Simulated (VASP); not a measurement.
Here is a VASP 6.6.1 calculation.

The input INCAR:

```
SYSTEM = H23C2NO10
PREC     = Accurate       ! precision mode
ENCUT    = 520            ! plane-wave cutoff, eV
EDIFF    = 1E-6           ! SCF threshold, eV
ISMEAR   = -1             ! smearing method
SIGMA    = 0.05           ! smearing width, eV
LREAL    = Auto         
LASPH    = .TRUE.         ! aspherical terms in the spheres
NELM     = 100            ! most SCF steps
ALGO     = Normal         ! electronic algorithm
ISIF     = 2              ! what is computed and relaxed
LWAVE    = .FALSE.        ! write WAVECAR
LCHARG   = .FALSE.        ! write CHGCAR
NBANDS   = 72             ! bands
```

The input KPOINTS:

```
Automatic mesh
0
G
  1 1 1
  0 0 0
```

Contents of POSCAR:

```
H23C2NO10
1.0
    7.5225990000      0.0000000000      0.0000000000
    0.0000000000      7.5225990000      0.0000000000
    0.0000000000      0.0000000000      7.5225990000
O H C N
10 23 2 1
Direct
    0.3755351043      0.3394571477      0.2215457716
    0.3847340527      0.5615878236      0.7422434720
    0.2238056289      0.6820780956      0.1433281237
    0.4345040856      1.0111133134      0.6383830907
    0.8913807582      0.2781618427      0.8060910863
    0.8655519190      0.1175258710      0.1146944028
    0.8517800829      0.6240263505      0.2847553086
    0.2486640588      0.2479462218     -0.2039587648
    0.0363438221      0.3330364944      0.3622551195
    0.6047378040      0.1313508802      0.3543456191
    0.3140669867      0.4568234994      0.2031478748
    0.3422620294      0.3004280834      0.0954457362
    0.3299258674      0.4670061504      0.8019701701
    0.4348630041      0.5369553794      0.6323745291
    0.3053598896      0.7278734384      0.2248292113
    0.0995533592      0.7175046816      0.1840720209
    0.5440406966      1.0260416646      0.5699227089
    0.4120118592      0.8803872172      0.6749396053
    0.9661687404      0.3833382585      0.8298461742
    0.7897137678      0.3359477223      0.7688566146
    0.8843486141      0.1903996212     -0.0141839277
    0.8008402415      0.0084811114      0.0845851281
    0.7667031035      0.5867652922      0.1914763767
    0.8750433195      0.5401058863      0.3781804666
    0.3219499006      0.1622976314     -0.2739212870
    0.1437136288      0.1870895950     -0.1725600421
   -0.0257091997      0.2494616555      0.2842501641
    0.1515433695      0.3297264682      0.3000957515
    0.4977136226      0.2071890313      0.3134953757
    0.7250020904      0.2065243674      0.3334618793
    1.0598597639      1.0126686269      0.6435142961
    0.9038232664      0.8420759900      0.5297238361
    0.8245820361      1.0204319013      0.6529791100
    0.9442614182      0.9197752000      0.6537235336
    0.8948370105      0.8121395278      0.8087231554
    0.8594104245      0.7342409186      0.9317790301
```

Potentials or basis: VASP PAW LDA potentials, release 64 (O, H, C, N).

The run is started by

```sh
$ cat potpaw_LDA.64/O/POTCAR potpaw_LDA.64/H/POTCAR potpaw_LDA.64/C/POTCAR potpaw_LDA.64/N/POTCAR > POTCAR
$ mpirun -np 1 vasp_gam > vasp.out
```

(1) Estimate the band gap on the k mesh.

(2) What does it give for the largest force?

## Answers

(1) 3.62 eV.

(2) 5.733 eV/Å.

Caveat: the k points lie up to 0.84 Å⁻¹ apart.
